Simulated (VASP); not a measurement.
# Ti12H in VASP: single point with PBE

Aim: the single point of Ti12H with PBE.

Program: VASP 6.6.1. These are calculated values, not measurements. Logs are shortened: lines on timing, memory, paths and dates and some standing lists are left out, and cuts for length are marked.

### 1 The cell of the first run

The cell holds a slab with vacuum, 13 atoms: a = 5.876 Å, b = 4.650 Å, c = 21.284 Å, α = 90.00°, β = 90.00°, γ = 90.00°.

### 2 Single point, PBE

File INCAR:

```
SYSTEM = Ti12H
  PREC = Accurate
  ENCUT = 520
  EDIFF = 1E-6
  ISMEAR = 0
  SIGMA = 0.1
  LREAL = .FALSE.
  LASPH = .TRUE.
  NELM = 100
  ALGO = Normal
  ISIF = 2
  LWAVE = .FALSE.
  LCHARG = .FALSE.
  LDIPOL = .TRUE.
  IDIPOL = 3
  DIPOL = 0.5 0.5 0.339
  GGA = PE
  NBANDS = 84
```

File KPOINTS:

```
Automatic mesh
0
G
  5 6 1
  0 0 0
```

File POSCAR:

```
Ti12H
1.0
    5.8763264167      0.0000000000      0.0000000000
    0.0000000000      4.6504654186      0.0000000000
    0.0000000000      0.0000000000     21.2842241193
Ti H
12 1
Direct
    0.0000000000      0.7500000000      0.1879326198
    0.5000000000      0.7500000000      0.1879326198
    0.2500000000      0.2500000000      0.2277825413
    0.7500000000      0.2500000000      0.2277825413
    0.2500000000      0.7500000000      0.3074823843
    0.7500000000      0.7500000000      0.3074823843
    0.0000000000      0.2500000000      0.3461291961
    0.5000000000      0.2500000000      0.3461291961
    0.0000000000      0.7500000000      0.4220680058
    0.5000000000      0.7500000000      0.4220680058
    0.2500000000      0.2500000000      0.4596937180
    0.7500000000      0.2500000000      0.4596937180
    0.3750000000      0.7500000000      0.5017844315
```

Potentials or basis: VASP PAW PBE potentials, release 64 (Ti_sv, H).

On the command line:

```console
$ cat potpaw_PBE.64/Ti_sv/POTCAR potpaw_PBE.64/H/POTCAR > POTCAR
$ mpirun -np 1 vasp_std > vasp.out
```

OUTCAR:

```text
SYSTEM = Ti12H
   PREC = Accurate
   ENCUT = 520
   EDIFF = 1E-6
   ISMEAR = 0
   LREAL = .FALSE.
   LASPH = .TRUE.
   NELM = 100
   ISIF = 2
   GGA = PE

 ion  position               nearest neighbor table
   1  0.000  0.750  0.188-   3 2.88   4 2.88   3 2.88   4 2.88
   2  0.500  0.750  0.188-   3 2.88   4 2.88   3 2.88   4 2.88
   3  0.250  0.250  0.228-   1 2.88   2 2.88   1 2.88   2 2.88   5 2.88   5 2.88   8 2.92   7 2.92

   4  0.750  0.250  0.228-   1 2.88   2 2.88   1 2.88   2 2.88   6 2.88   6 2.88   8 2.92   7 2.92

   5  0.250  0.750  0.307-   9 2.85  10 2.85   7 2.87   8 2.87   7 2.87   8 2.87   3 2.88   3 2.88

   6  0.750  0.750  0.307-   9 2.85  10 2.85   7 2.87   8 2.87   7 2.87   8 2.87   4 2.88   4 2.88

   7  0.000  0.250  0.346-  11 2.83  12 2.83   9 2.83   9 2.83   5 2.87   5 2.87   6 2.87   6 2.87
                             3 2.92   4 2.92
   8  0.500  0.250  0.346-  11 2.83  12 2.83  10 2.83  10 2.83   5 2.87   5 2.87   6 2.87   6 2.87
                             3 2.92   4 2.92
   9  0.000  0.750  0.422-   7 2.83   7 2.83   5 2.85   6 2.85  12 2.86  11 2.86  11 2.86  12 2.86

  10  0.500  0.750  0.422-  13 1.85   8 2.83   8 2.83   6 2.85   5 2.85  11 2.86  12 2.86  11 2.86
                            12 2.86
  11  0.250  0.250  0.460-   7 2.83   8 2.83   9 2.86  10 2.86   9 2.86  10 2.86
  12  0.750  0.250  0.460-   7 2.83   8 2.83   9 2.86  10 2.86   9 2.86  10 2.86
  13  0.375  0.750  0.502-  10 1.85

  LATTYP: Found a simple orthorhombic cell.
 ALAT       =     4.6504654186
 B/A-ratio  =     1.2635996374
 C/A-ratio  =     4.5767944073

  Lattice vectors:

 A1 = (   0.0000000000,  -4.6504654186,   0.0000000000)
 A2 = (   5.8763264167,   0.0000000000,   0.0000000000)
 A3 = (   0.0000000000,   0.0000000000,  21.2842241193)

Analysis of symmetry for initial positions (statically):
=====================================================================
 Subroutine PRICEL returns:
 Original cell was already a primitive cell.

 Routine SETGRP: Setting up the symmetry group for a
 simple orthorhombic supercell.

 Subroutine GETGRP returns: Found  2 space group operations
 (whereof  1 operations were pure point group operations)
 out of a pool of  8 trial point group operations.

The static configuration has the point symmetry C_1 .
 The point group associated with its full space group is C_1h.

Analysis of symmetry for dynamics (positions and initial velocities):
=====================================================================
 Subroutine PRICEL returns:
 Original cell was already a primitive cell.

 Routine SETGRP: Setting up the symmetry group for a
 simple orthorhombic supercell.

 Subroutine GETGRP returns: Found  2 space group operations
 (whereof  1 operations were pure point group operations)
 out of a pool of  8 trial point group operations.

The dynamic configuration has the point symmetry C_1 .
 The point group associated with its full space group is C_1h.

 Subroutine INISYM returns: Found  2 space group operations
 (whereof  1 operations are pure point group operations),
 and found     1 'primitive' translations

----------------------------------------------------------------------------------------

                                     Primitive cell

  volume of cell :     581.6479

  direct lattice vectors                    reciprocal lattice vectors
     5.876326417  0.000000000  0.000000000     0.170174345  0.000000000  0.000000000
     0.000000000  4.650465419  0.000000000     0.000000000  0.215032241  0.000000000
     0.000000000  0.000000000 21.284224119     0.000000000  0.000000000  0.046983155

  length of vectors
     5.876326417  4.650465419 21.284224119     0.170174345  0.215032241  0.046983155

  position of ions in fractional coordinates (direct lattice)
     0.000000000  0.750000000  0.187932620
     0.500000000  0.750000000  0.187932620
     0.250000000  0.250000000  0.227782541
     0.750000000  0.250000000  0.227782541
     0.250000000  0.750000000  0.307482384
     0.750000000  0.750000000  0.307482384
     0.000000000  0.250000000  0.346129196
     0.500000000  0.250000000  0.346129196
     0.000000000  0.750000000  0.422068006
     0.500000000  0.750000000  0.422068006
[... 42 lines left out ...]
 ===========================================

 Found     12 irreducible k-points:

 Following reciprocal coordinates:
            Coordinates               Weight
  0.000000  0.000000  0.000000      1.000000
  0.200000  0.000000  0.000000      2.000000
  0.400000  0.000000  0.000000      2.000000
  0.000000  0.166667  0.000000      2.000000
  0.200000  0.166667  0.000000      4.000000
  0.400000  0.166667  0.000000      4.000000
  0.000000  0.333333  0.000000      2.000000
  0.200000  0.333333  0.000000      4.000000
  0.400000  0.333333  0.000000      4.000000
  0.000000  0.500000  0.000000      1.000000
  0.200000  0.500000  0.000000      2.000000
  0.400000  0.500000  0.000000      2.000000
   k-points           NKPTS =     12   k-points in BZ     NKDIM =     12   number of bands    NBANDS=     84
   number of dos      NEDOS =    301   number of ions     NIONS =     13
   total plane-waves  NPLWV = 276480
   dimension x,y,z NGX =    48 NGY =   36 NGZ =  160
   dimension x,y,z NGXF=    96 NGYF=   72 NGZF=  320
   ions per type =              12   1
   NGX,Y,Z   is equivalent  to a cutoff of  13.58, 12.87, 12.50 a.u.
   NGXF,Y,Z  is equivalent  to a cutoff of  27.16, 25.74, 24.99 a.u.
 SYSTEM =  Ti12H
   PREC   = accura    normal or accurate (medium, high low for compatibility)
   ISTART =      0    job   : 0-new  1-cont  2-samecut
   ICHARG =      2    charge: 1-file 2-atom 10-const
   ISPIN  =      1    spin polarized calculation?
   LNONCOLLINEAR =      F non collinear calculations
   LSORBIT =      F    spin-orbit coupling
   LASPH  =      T    aspherical Exc in radial PAW
   ENCUT  =  520.0 eV  38.22 Ry    6.18 a.u.  10.93  8.65 39.57*2*pi/ulx,y,z
   NELM   =    100;   NELMIN=  2; NELMDL= -5     # of ELM steps
   EDIFF  = 0.1E-05   stopping-criterion for ELM
   LREAL  =      F    real-space projection
   EDIFFG = 0.1E-04   stopping-criterion for IOM
   NSW    =      0    number of steps for IOM
   IBRION =     -1    ionic relax: 0-MD 1-quasi-New 2-CG
   NFREE  =      0    steps in history (QN), initial steepest desc. (CG)
   ISIF   =      2    stress and relaxation
   ISYM   =      2    0-nonsym 1-usesym 2-fastsym
   POTIM  = 0.5000    time-step for ionic-motion
   TEBEG  =    0.0;   TEEND  =   0.0 temperature during run
   PSTRESS=    0.0 pullay stress
   NELECT =     145.0000    total number of electrons
   NUPDOWN=      -1.0000    fix difference up-down
   EMIN   =  10.00;   EMAX   =-10.00  energy-range for DOS
   EFERMI =   0.00;   METHOD = LEGACY
   ISMEAR =     0;   SIGMA  =   0.10  broadening in eV -4-tet -1-fermi 0-gaus
   EFERMI_NEDOS =   21; number of points for ismear=-14 and -15
   IALGO  =     38    algorithm
   IMIX   =      4    mixing-type and parameters
     AMIX     =   0.40;   BMIX     =  1.00
     AMIX_MAG =   1.60;   BMIX_MAG =  1.00
  volume/ion in A,a.u.               =      44.74       301.93
  Fermi-wavevector in a.u.,A,eV,Ry     =   1.030333  1.947046 14.443745  1.061585
  Thomas-Fermi vector in A             =   2.164425
   LORBIT       =      0    0 simple, 1 ext, 2 COOP (PROOUT), +10 PAW based schemes
   GGA     = PE    functional components
   LHFCALC =     F    Hartree Fock is set to
   AEXX    =    0.0000 exact exchange contribution
   IVDW    =     0    specifies the selected vdW correction
   LEPSILON=     F    determine dielectric tensor
   LRPA    =     F    only Hartree local field effects (RPA)
 non-spin polarized calculation
 Gauss-broadening in eV      SIGMA  =   0.10
  energy-cutoff  :      520.00
  volume of cell :      581.65
 maximum number of plane-waves:     15708
 NGX is ok and might be reduce to    48
   NGX = 21   NGY = 17   NGZ = 79

 dipolmoment           0.000000      0.000000     -0.005887 electrons x Angstroem

 number of electron     145.0000022 magnetization

 dipolmoment           0.000000      0.000000      0.010215 electrons x Angstroem

 Free energy of the ion-electron system (eV)
  ---------------------------------------------------
  ext. energy  EPLUGINS =         0.00000000
  ---------------------------------------------------
  free energy    TOTEN  =       -90.87063902 eV

  energy without entropy =      -90.75787842  energy(sigma->0) =      -90.81425872

 E-fermi :   0.7097     XC(G=0):  -5.1117

 val. band max:        0.7076144290   @ k =   0.2000   0.1667   0.0000
 cond. band min:       0.7347523546   @ k =   0.2000   0.5000   0.0000
 fundamental gap:      0.0271379257
 Fermi energy:         0.7097109339

 k-point     1 :       0.0000    0.0000    0.0000
  band No.  band energies     occupation
      1     -56.3477      2.00000
      2     -56.3036      2.00000
      3     -56.3018      2.00000
      4     -56.2559      2.00000
      5     -56.1232      2.00000
      6     -56.0628      2.00000
[... 1033 lines left out ...]
     83       1.1650      0.00000
     84       1.2634      0.00000

------------------------ aborting loop because EDIFF is reached ----------------------------------------

 vacuum level on the upper side and lower side of the slab       (xc-potential included)        -0.137        -0.214

  FORCE on cell =-STRESS in cart. coord.  units (eV):
  Direction    XX          YY          ZZ          XY          YZ          ZX
  --------------------------------------------------------------------------------------
  -------------------------------------------------------------------------------------
  Total       -5.5697265     -6.2355498     -1.9681114      0.0000000      0.0000000     -0.5487378
  in kB      -15.3420820    -17.1761246     -5.4212583      0.0000000      0.0000000     -1.5115249
  external PRESSURE =     -12.6464883 kB  Pullay stress =       0.0000000 kB

 VOLUME and BASIS-vectors are now :
 -----------------------------------------------------------------------------
  energy-cutoff  :      520.00
  volume of cell :      581.65
      direct lattice vectors                 reciprocal lattice vectors
     5.876326417  0.000000000  0.000000000     0.170174345  0.000000000  0.000000000
     0.000000000  4.650465419  0.000000000     0.000000000  0.215032241  0.000000000
     0.000000000  0.000000000 21.284224119     0.000000000  0.000000000  0.046983155

 POSITION                                       TOTAL-FORCE (eV/Angst)
 -----------------------------------------------------------------------------------
      0.00000      3.48785      4.00000        -0.015670      0.000000      0.347502
      2.93816      3.48785      4.00000         0.003088      0.000000      0.330090
      1.46908      1.16262      4.84817         0.021789      0.000000      0.031550
      4.40724      1.16262      4.84817        -0.019970      0.000000      0.058398
      1.46908      3.48785      6.54452        -0.080190      0.000000     -0.368352
      4.40724      3.48785      6.54452         0.060250      0.000000     -0.534325
      0.00000      1.16262      7.36709         0.004927      0.000000      0.115829
      2.93816      1.16262      7.36709        -0.132009      0.000000      0.034090
      0.00000      3.48785      8.98339         0.178984      0.000000      0.108952
      2.93816      3.48785      8.98339         0.345129      0.000000     -0.010236
      1.46908      1.16262      9.78422         0.192474      0.000000      0.036462
      4.40724      1.16262      9.78422         0.071309      0.000000     -0.150804
      2.20362      3.48785     10.68009        -0.630112      0.000000      0.000843
 -----------------------------------------------------------------------------------
    total drift:                               -0.000019      0.000000      0.000082

  FREE ENERGIE OF THE ION-ELECTRON SYSTEM (eV)
  ---------------------------------------------------
  free  energy   TOTEN  =       -90.8706390245 eV

  energy  without entropy=      -90.7578784168  energy(sigma->0) =      -90.81425872

 vacuum level on the upper side and lower side of the slab         4.371         4.288
```

Run time: 28 min. Hardware: 1 thread of Intel Xeon 6975P-C (Granite Rapids), shared host; peak memory 0.78 GiB.

Results:

```yaml
Free_energy: -90.8706 eV
Largest_force: 0.630 eV/Å
Band_gap_on_the_k_mesh: zero (an odd number of electrons rules out a gap without spin polarisation)
```

Forces in eV/Å, atoms in the order of the input:
```
Ti  -0.016  0.000  0.348
Ti   0.003  0.000  0.330
Ti   0.022  0.000  0.032
Ti  -0.020  0.000  0.058
Ti  -0.080  0.000 -0.368
Ti   0.060  0.000 -0.534
Ti   0.005  0.000  0.116
Ti  -0.132  0.000  0.034
Ti   0.179  0.000  0.109
Ti   0.345  0.000 -0.010
Ti   0.192  0.000  0.036
Ti   0.071  0.000 -0.151
H   -0.630  0.000  0.001
```

Levels at points of the mesh, in eV from the Fermi level:
```tsv
k point	band 69	band 70	band 71	band 72	band 73	band 74	band 75	band 76
(0.00, 0.00, 0.00)	-0.66	-0.55	-0.06	0.18	0.22	0.32	0.33	0.50
(0.00, 0.50, 0.00)	-0.43	-0.40	-0.09	-0.01	0.16	0.18	0.28	0.30
```

The gap in the log of VASP goes by the Fermi energy; the results here count the filled bands.